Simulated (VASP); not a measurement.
Here is a VASP 6.6.1 calculation.

File INCAR:

```
PREC     = Accurate       # precision mode
ENCUT    = 520            # plane-wave cutoff, eV
EDIFF    = 1E-6           # SCF threshold, eV
ISMEAR   = 0              # smearing method
SIGMA    = 0.15           # smearing width, eV
LREAL    = F              # projectors in reciprocal space
LASPH    = T              # aspherical terms in the spheres
NELM     = 80             # most SCF steps
ALGO     = Fast           # electronic algorithm
ISIF     = 2              # what is computed and relaxed
LWAVE    = F              # write WAVECAR
LCHARG   = T              # write CHGCAR
GGA      = PE             # functional
LELF     = T              # ELF
LVHAR    = T            
NBANDS   = 12             # bands
```

KPOINTS

```
Automatic mesh
0
Gamma
  24 24 24
```

File POSCAR:

```
V
1.0
    0.0000000000      1.9484081545      1.7925355022
    1.9484081545      0.0000000000      1.7925355022
    1.9484081545      1.9484081545      0.0000000000
V
1
Direct
    0.0000000000      0.0000000000      0.0000000000
```

Potentials or basis: VASP PAW PBE potentials, release 64 (V_sv).

The run is started by

```console
$ cat potpaw_PBE.64/V_sv/POTCAR > POTCAR
$ mpirun -np 1 vasp_std > vasp.out
```

Q: What does it give for the pressure?

A: 2.9 GPa.

Stress tensor (GPa, compression positive):
```
 8.91  0.00  0.00
 0.00  8.91  0.00
 0.00  0.00 -9.03
```
